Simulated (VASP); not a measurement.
MgS (sol): single point with PBEsol

Crystal: MgS (sol).

```
Mg S
1.0
     0.00000    2.59131    2.59131
     2.59131    0.00000    2.59131
     2.59131    2.59131    0.00000
Mg S
1 1
Direct
  0.00000 0.00000 0.00000
  0.50000 0.50000 0.50000
```

```json
{
 "Program": "VASP 6.6.1",
 "Task": "single point",
 "Functional": "PBEsol",
 "Potentials or basis": "VASP PAW PBE potentials, release 64 (Mg, S)",
 "Cutoff": "600 eV",
 "k mesh": "6 × 6 × 6",
 "Occupations": "gaussian, width 0.01 eV",
 "Spin": "no spin polarisation",
 "Dipole correction": "no",
 "Further INCAR settings": "ALGO = Normal; EDIFF = 1e-06; NBANDS = 11"
}
```

```
Pressure               : -0.2 GPa
Band gap on the k mesh : 2.73 eV, indirect (least direct gap 3.69 eV)
```

Levels at points of the mesh, in eV from the valence-band top:
```csv
k point,band 1,band 2,band 3,band 4,band 5,band 6,band 7,band 8,band 9
"(0.00, 0.00, 0.00)",-12.75,0.00,0.00,0.00,3.69,7.84,7.84,7.84,10.32
"(0.50, 0.00, 0.00)",-11.39,-4.96,-0.61,-0.61,4.42,6.84,6.84,10.19,12.04
"(0.50, 0.50, 0.00)",-11.01,-4.33,-1.74,-1.74,2.73,4.20,11.99,12.85,13.38
```

Run time: 16 s on 1 thread of AMD EPYC 7R13 (shared host), peak memory 0.14 GiB.

Caveat: the PAW data sets were made with another functional, which shifts forces and pressure a little. A k mesh can miss the band edges.
